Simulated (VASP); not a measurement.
# BN (R3m) in VASP: further runs

BN is run at these levels: PBE; tasks: single point.

Program: VASP 6.6.1. These are calculated values, not measurements. Logs are shortened: lines on timing, memory, paths and dates and some standing lists are left out, and cuts for length are marked.

## 1. The cell of the first run

The structure is trigonal, space group R3m (No. 160). Conventional cell: a = 2.500 Å, b = 2.500 Å, c = 9.760 Å, α = 90.00°, β = 90.00°, γ = 120.00°. B (site symmetry 3m) has 3 N at 1.44 Å within 1.9 Å. Within 1.9 Å of N (site symmetry 3m) lie 3 B at 1.44 Å.

## 2. Single point, PBE

Input file INCAR:

```
PREC = Accurate
ENCUT = 600
EDIFF = 1E-6
ISMEAR = 0
SIGMA = 0.01
LREAL = False
LASPH = True
NELM = 120
ALGO = Normal
ISIF = 2
LWAVE = False
LCHARG = False
GGA = PE
NBANDS = 11
GGA_COMPAT = False
```

Input file KPOINTS:

```
Automatic mesh
0
Gamma
  6 6 6
```

Input file POSCAR:

```
BN
1.0
    1.2501241101      0.7217594915      3.2533304057
   -1.2501241101      0.7217594915      3.2533304057
    0.0000000000     -1.4435189830      3.2533304057
B N
1 1
Direct
    0.9996880830      0.9996880830      0.9996880830
    0.3327449170      0.3327449170      0.3327449170
```

Potentials or basis: VASP PAW PBE potentials, release 64 (B, N).

Run with:

```sh
$ cat potpaw_PBE.64/B/POTCAR potpaw_PBE.64/N/POTCAR > POTCAR
$ mpirun -np 1 vasp_std > vasp.out
```

OUTCAR:

```text
PREC = Accurate
   ENCUT = 600
   EDIFF = 1E-6
   ISMEAR = 0
   LREAL = False
   LASPH = True
   NELM = 120
   ISIF = 2
   GGA = PE

 ion  position               nearest neighbor table
   1  1.000  1.000  1.000-   2 1.44   2 1.44   2 1.44
   2  0.333  0.333  0.333-   1 1.44   1 1.44   1 1.44

  LATTYP: Found a trigonal (rhomboedric) cell.
 ALAT       =     3.5592001606
 COS(alpha) =     0.7532646173

  Lattice vectors:

 A1 = (   1.2501241101,   0.7217594915,   3.2533304057)
 A2 = (  -1.2501241101,   0.7217594915,   3.2533304057)
 A3 = (   0.0000000000,  -1.4435189830,   3.2533304057)

Analysis of symmetry for initial positions (statically):
=====================================================================
 Subroutine PRICEL returns:
 Original cell was already a primitive cell.

 Routine SETGRP: Setting up the symmetry group for a
 trigonal (rhombohedral) supercell.

 Subroutine GETGRP returns: Found  6 space group operations
 (whereof  6 operations were pure point group operations)
 out of a pool of 12 trial point group operations.

The static configuration has the point symmetry C_3v.

Analysis of symmetry for dynamics (positions and initial velocities):
=====================================================================
 Subroutine PRICEL returns:
 Original cell was already a primitive cell.

 Routine SETGRP: Setting up the symmetry group for a
 trigonal (rhombohedral) supercell.

 Subroutine GETGRP returns: Found  6 space group operations
 (whereof  6 operations were pure point group operations)
 out of a pool of 12 trial point group operations.

The dynamic configuration has the point symmetry C_3v.

 Subroutine INISYM returns: Found  6 space group operations
 (whereof  6 operations are pure point group operations),
 and found     1 'primitive' translations

----------------------------------------------------------------------------------------

                                     Primitive cell

  volume of cell :      17.6127

  direct lattice vectors                    reciprocal lattice vectors
     1.250124110  0.721759491  3.253330406     0.399960289  0.230917180  0.102459109
    -1.250124110  0.721759491  3.253330406    -0.399960289  0.230917180  0.102459109
     0.000000000 -1.443518983  3.253330406     0.000000000 -0.461834361  0.102459109

  length of vectors
     3.559200161  3.559200161  3.559200161     0.473063258  0.473063258  0.473063258

  position of ions in fractional coordinates (direct lattice)
     0.999688083  0.999688083  0.999688083
     0.332744917  0.332744917  0.332744917

  ion indices of the primitive-cell ions
   primitive index   ion index
                 1           1
                 2           2

----------------------------------------------------------------------------------------

 KPOINTS: Automatic mesh

Automatic generation of k-mesh.
 Grid dimensions read from file:
 generate k-points for:    6    6    6

 Generating k-lattice:

  Cartesian coordinates                     Fractional coordinates (reciprocal lattice)
     0.066660048  0.038486197  0.017076518     0.166666667  0.000000000  0.000000000
    -0.066660048  0.038486197  0.017076518     0.000000000  0.166666667  0.000000000
     0.000000000 -0.076972393  0.017076518     0.000000000  0.000000000  0.166666667

  Length of vectors
     0.078843876  0.078843876  0.078843876

  Shift w.r.t. Gamma in fractional coordinates (k-lattice)
     0.000000000  0.000000000  0.000000000

 Subroutine IBZKPT returns following result:
 ===========================================

 Found     32 irreducible k-points:

 Following reciprocal coordinates:
            Coordinates               Weight
  0.000000  0.000000  0.000000      1.000000
  0.166667  0.000000  0.000000      6.000000
  0.333333 -0.000000  0.000000      6.000000
  0.500000 -0.000000  0.000000      3.000000
  0.166667  0.166667  0.000000      6.000000
  0.333333  0.166667  0.000000     12.000000
[... 16 lines left out ...]
  0.500000  0.500000  0.166667      6.000000
 -0.333333  0.500000  0.166667     12.000000
 [... further k-points ...]
   k-points           NKPTS =     32   k-points in BZ     NKDIM =     32   number of bands    NBANDS=     11
   number of dos      NEDOS =    301   number of ions     NIONS =      2
   total plane-waves  NPLWV =  21952
   dimension x,y,z NGX =    28 NGY =   28 NGZ =   28
   dimension x,y,z NGXF=    56 NGYF=   56 NGZF=   56
   ions per type =               1   1
   NGX,Y,Z   is equivalent  to a cutoff of  13.08, 13.08, 13.08 a.u.
   NGXF,Y,Z  is equivalent  to a cutoff of  26.16, 26.16, 26.16 a.u.
 SYSTEM =  unknown system
   PREC   = accura    normal or accurate (medium, high low for compatibility)
   ISTART =      0    job   : 0-new  1-cont  2-samecut
   ICHARG =      2    charge: 1-file 2-atom 10-const
   ISPIN  =      1    spin polarized calculation?
   LNONCOLLINEAR =      F non collinear calculations
   LSORBIT =      F    spin-orbit coupling
   LASPH  =      T    aspherical Exc in radial PAW
   ENCUT  =  600.0 eV  44.10 Ry    6.64 a.u.   7.11  7.11  7.11*2*pi/ulx,y,z
   NELM   =    120;   NELMIN=  2; NELMDL= -5     # of ELM steps
   EDIFF  = 0.1E-05   stopping-criterion for ELM
   LREAL  =      F    real-space projection
   EDIFFG = 0.1E-04   stopping-criterion for IOM
   NSW    =      0    number of steps for IOM
   IBRION =     -1    ionic relax: 0-MD 1-quasi-New 2-CG
   NFREE  =      0    steps in history (QN), initial steepest desc. (CG)
   ISIF   =      2    stress and relaxation
   ISYM   =      2    0-nonsym 1-usesym 2-fastsym
   POTIM  = 0.5000    time-step for ionic-motion
   TEBEG  =    0.0;   TEEND  =   0.0 temperature during run
   PSTRESS=    0.0 pullay stress
   NELECT =       8.0000    total number of electrons
   NUPDOWN=      -1.0000    fix difference up-down
   EMIN   =  10.00;   EMAX   =-10.00  energy-range for DOS
   EFERMI =   0.00;   METHOD = LEGACY
   ISMEAR =     0;   SIGMA  =   0.01  broadening in eV -4-tet -1-fermi 0-gaus
   EFERMI_NEDOS =   21; number of points for ismear=-14 and -15
   IALGO  =     38    algorithm
   IMIX   =      4    mixing-type and parameters
     AMIX     =   0.40;   BMIX     =  1.00
     AMIX_MAG =   1.60;   BMIX_MAG =  1.00
  volume/ion in A,a.u.               =       8.81        59.43
  Fermi-wavevector in a.u.,A,eV,Ry     =   1.258432  2.378092 21.546887  1.583651
  Thomas-Fermi vector in A             =   2.392042
   LORBIT       =      0    0 simple, 1 ext, 2 COOP (PROOUT), +10 PAW based schemes
   GGA     = PE    functional components
   LHFCALC =     F    Hartree Fock is set to
   AEXX    =    0.0000 exact exchange contribution
   IVDW    =     0    specifies the selected vdW correction
   LEPSILON=     F    determine dielectric tensor
   LRPA    =     F    only Hartree local field effects (RPA)
 non-spin polarized calculation
 Gauss-broadening in eV      SIGMA  =   0.01
  energy-cutoff  :      600.00
  volume of cell :       17.61
 maximum number of plane-waves:       597
   NGX = 15   NGY = 15   NGZ = 15

 number of electron       8.0000001 magnetization

 Free energy of the ion-electron system (eV)
  ---------------------------------------------------
  ext. energy  EPLUGINS =         0.00000000
  ---------------------------------------------------
  free energy    TOTEN  =       -17.57089030 eV

  energy without entropy =      -17.57089030  energy(sigma->0) =      -17.57089030

 E-fermi :   2.5019     XC(G=0): -10.2241

 val. band max:        2.4225654537   @ k =  -0.3333   0.3333   0.0000
 cond. band min:       6.6425477077   @ k =   0.5000   0.5000   0.0000
 fundamental gap:      4.2199822540
 Fermi energy:         2.5019335534

 k-point     1 :       0.0000    0.0000    0.0000
  band No.  band energies     occupation
      1     -15.3951      2.00000
      2      -1.5466      2.00000
      3       1.1593      2.00000
      4       1.1593      2.00000
      5       7.8282      0.00000
      6      14.1487      0.00000
      7      14.1487      0.00000
      8      15.6707      0.00000
      9      17.4103      0.00000
     10      28.4772      0.00000
     11      31.2625      0.00000

 k-point     2 :       0.1667    0.0000    0.0000
  band No.  band energies     occupation
      1     -14.8463      2.00000
      2      -1.0080      2.00000
      3      -0.8105      2.00000
      4       0.2762      2.00000
      5       8.8645      0.00000
      6      13.8151      0.00000
      7      14.0618      0.00000
      8      16.3569      0.00000
      9      18.8718      0.00000
     10      25.8531      0.00000
     11      27.8250      0.00000

 k-point     3 :       0.3333   -0.0000    0.0000
  band No.  band energies     occupation
      1     -13.3702      2.00000
      2      -4.4571      2.00000
      3      -1.0735      2.00000
      4       0.5874      2.00000
      5       9.8079      0.00000
      6      11.5916      0.00000
      7      14.1293      0.00000
      8      19.9702      0.00000
      9      21.2125      0.00000
     10      22.9278      0.00000
     11      25.0240      0.00000

 k-point     4 :       0.5000   -0.0000    0.0000
  band No.  band energies     occupation
      1     -12.1694      2.00000
      2      -6.5212      2.00000
      3      -1.6243      2.00000
      4       1.8973      2.00000
      5       7.7861      0.00000
      6      12.4543      0.00000
      7      15.7091      0.00000
      8      17.8394      0.00000
      9      22.7735      0.00000
     10      24.0669      0.00000
     11      24.4951      0.00000

 k-point     5 :       0.1667    0.1667    0.0000
  band No.  band energies     occupation
      1     -14.8201      2.00000
      2      -1.2446      2.00000
      3      -0.7803      2.00000
      4       0.2519      2.00000
      5       9.2482      0.00000
      6      13.5896      0.00000
      7      14.2183      0.00000
      8      16.3453      0.00000
      9      18.9213      0.00000
     10      25.3997      0.00000
     11      29.2952      0.00000
[... 211 lines left out ...]
 k-point    21 :      -0.3333    0.3333    0.1667
  band No.  band energies     occupation
      1     -12.1664      2.00000
      2      -5.6385      2.00000
      3      -2.8395      2.00000
      4       0.9355      2.00000
      5       8.2182      0.00000
      6      14.5757      0.00000
      7      16.5597      0.00000
      8      17.6963      0.00000
      9      22.2423      0.00000
     10      22.7259      0.00000
     11      25.7324      0.00000

 k-point    22 :      -0.1667    0.3333    0.1667
  band No.  band energies     occupation
      1     -12.2683      2.00000
      2      -5.5780      2.00000
      3      -2.8477      2.00000
      4       1.7721      2.00000
      5       7.8081      0.00000
      6      13.3052      0.00000
      7      15.6797      0.00000
      8      18.0284      0.00000
      9      20.7637      0.00000
     10      24.7102      0.00000
     11      26.0418      0.00000

 k-point    23 :       0.5000    0.5000    0.1667
  band No.  band energies     occupation
      1     -13.1793      2.00000
      2      -4.3743      2.00000
      3      -1.1419      2.00000
      4      -0.8317      2.00000
      5       9.3386      0.00000
      6      12.7086      0.00000
      7      16.7269      0.00000
      8      20.2884      0.00000
      9      21.0768      0.00000
     10      23.3477      0.00000
     11      29.0853      0.00000

 k-point    24 :      -0.3333    0.5000    0.1667
  band No.  band energies     occupation
      1     -12.1436      2.00000
      2      -5.5737      2.00000
      3      -2.8854      2.00000
      4       0.7876      2.00000
      5       7.8371      0.00000
      6      14.4944      0.00000
      7      16.5444      0.00000
      8      18.9324      0.00000
      9      22.2976      0.00000
     10      23.8425      0.00000
     11      25.8096      0.00000

 [... further k-points ...]

------------------------ aborting loop because EDIFF is reached ----------------------------------------

  FORCE on cell =-STRESS in cart. coord.  units (eV):
  Direction    XX          YY          ZZ          XY          YZ          ZX
  --------------------------------------------------------------------------------------
  -------------------------------------------------------------------------------------
  Total        0.5674278      0.5674278      0.3701491      0.0000000      0.0000000     -0.0000000
  in kB       51.6173996     51.6173996     33.6714840      0.0000000      0.0000000     -0.0000000
  external PRESSURE =      45.6354278 kB  Pullay stress =       0.0000000 kB

 VOLUME and BASIS-vectors are now :
 -----------------------------------------------------------------------------
  energy-cutoff  :      600.00
  volume of cell :       17.61
      direct lattice vectors                 reciprocal lattice vectors
     1.250124110  0.721759491  3.253330406     0.399960289  0.230917180  0.102459109
    -1.250124110  0.721759491  3.253330406    -0.399960289  0.230917180  0.102459109
     0.000000000 -1.443518983  3.253330406     0.000000000 -0.461834361  0.102459109

 POSITION                                       TOTAL-FORCE (eV/Angst)
 -----------------------------------------------------------------------------------
      0.00000      0.00000      9.75695         0.000000      0.000000      0.008242
      0.00000      0.00000      3.24759         0.000000     -0.000000     -0.008242
 -----------------------------------------------------------------------------------
    total drift:                                0.000000     -0.000000      0.000081

  FREE ENERGIE OF THE ION-ELECTRON SYSTEM (eV)
  ---------------------------------------------------
  free  energy   TOTEN  =       -17.5708903048 eV

  energy  without entropy=      -17.5708903048  energy(sigma->0) =      -17.57089030
```

Wall time 5.5 s (1 thread of Intel Xeon 6975P-C (Granite Rapids), shared host); peak memory 0.13 GiB.

Results:

* Free energy: -17.5709 eV
* Pressure: 4.6 GPa
* Largest force: 0.008 eV/Å
* Band gap on the k mesh: 4.22 eV, indirect (least direct gap 4.71 eV)

Forces in eV/Å, atoms in the order of the input:
```
B    0.000  0.000  0.008
N    0.000  0.000 -0.008
```

Caveat: the k points lie up to 0.50 Å⁻¹ apart. A k mesh can miss the band edges.

## 3. Single point, PBE

Input file INCAR:

```
SYSTEM = BN
PREC = Accurate ; ENCUT = 600
EDIFF = 1E-6 ; ISMEAR = 0
SIGMA = 0.01 ; LREAL = .FALSE.
LASPH = .TRUE. ; NELM = 120
ALGO = Normal ; ISIF = 2
LWAVE = .FALSE. ; LCHARG = .FALSE.
GGA = PE ; NBANDS = 11
GGA_COMPAT = .FALSE.
```

Input file KPOINTS:

```
Automatic mesh
0
G
  6 6 6
  0 0 0
```

POSCAR is that of step 2.

Potentials or basis: VASP PAW PBE potentials, release 64 (B, N).

Run with:

```sh
$ cat potpaw_PBE.64/B/POTCAR potpaw_PBE.64/N/POTCAR > POTCAR
$ mpirun -np 1 vasp_std > vasp.out
```

Wall time 5.8 s (1 thread of Intel Xeon 6975P-C (Granite Rapids), shared host); peak memory 0.14 GiB.

Results (log left out):

```yaml
Free_energy: -17.5709 eV
Pressure: 4.6 GPa
Largest_force: 0.008 eV/Å
Band_gap_on_the_k_mesh: 4.22 eV, indirect (least direct gap 4.71 eV)
```

Forces on the atoms (eV/Å):
```
B    0.000  0.000  0.008
N    0.000  0.000 -0.008
```

Stress tensor (GPa, compression positive):
```
5.16 0.00 0.00
0.00 5.16 0.00
0.00 0.00 3.37
```

Levels at points of the mesh, in eV from the valence-band top:
```
           k point  band 1  band 2  band 3  band 4  band 5  band 6  band 7  band 8
(0.00, 0.00, 0.00)  -17.82   -3.97   -1.26   -1.26    5.41   11.73   11.73   13.25
(0.50, 0.00, 0.00)  -14.59   -8.94   -4.05   -0.53    5.36   10.03   13.29   15.42
(0.50, 0.50, 0.00)  -14.50   -8.78   -4.12   -1.22    4.22    9.93   14.56   18.15
(0.50, 0.50, 0.50)  -17.48   -6.29   -1.29   -1.29   10.54   11.63   11.63   12.51
```

Caveat: the k points lie up to 0.50 Å⁻¹ apart. A k mesh can miss the band edges.
